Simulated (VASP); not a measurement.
Ta2N, 3 atoms in the cell. The structure is trigonal, space group P-3m1 (No. 164). The conventional cell has a = 3.113 Å, b = 3.113 Å, c = 4.870 Å, α = 90.00°, β = 90.00°, γ = 120.00°. Within 2.9 Å of Ta (site symmetry 3m) lie 3 N at 2.18 Å. Within 2.9 Å of N (site symmetry -3m) lie 6 Ta at 2.18 Å. 

- Program: VASP 6.6.1
- Task: single point
- Functional: LDA
- Potentials or basis: VASP PAW LDA potentials, release 64 (Ta_sv_GW, N)
- Cutoff: 600 eV
- k mesh: 10 × 10 × 6
- Occupations: fermi-dirac, width 0.05 eV
- Spin: no spin polarisation
- Dipole correction: no
- Second run: valence_matched
- Further INCAR settings: ALGO = Normal; EDIFF = 1e-06; NBANDS = 22

Potentials or basis: VASP PAW LDA potentials, release 64 (Ta_sv_GW, N).

The run is started by

```bash
$ cat potpaw_LDA.64/Ta_sv_GW/POTCAR potpaw_LDA.64/N/POTCAR > POTCAR
$ mpirun -np 1 vasp_std > vasp.out
```

Hardware: 1 thread of AMD EPYC 9R45 96-Core Processor (Zen 5), with other jobs on the host.

Question: Estimate the wall time of this run.

Answer: It took 50 s on 1 thread of AMD EPYC 9R45 96-Core Processor (Zen 5), with other jobs on the host, peak memory 0.19 GiB. Counts: scf iterations 15, k points 72.
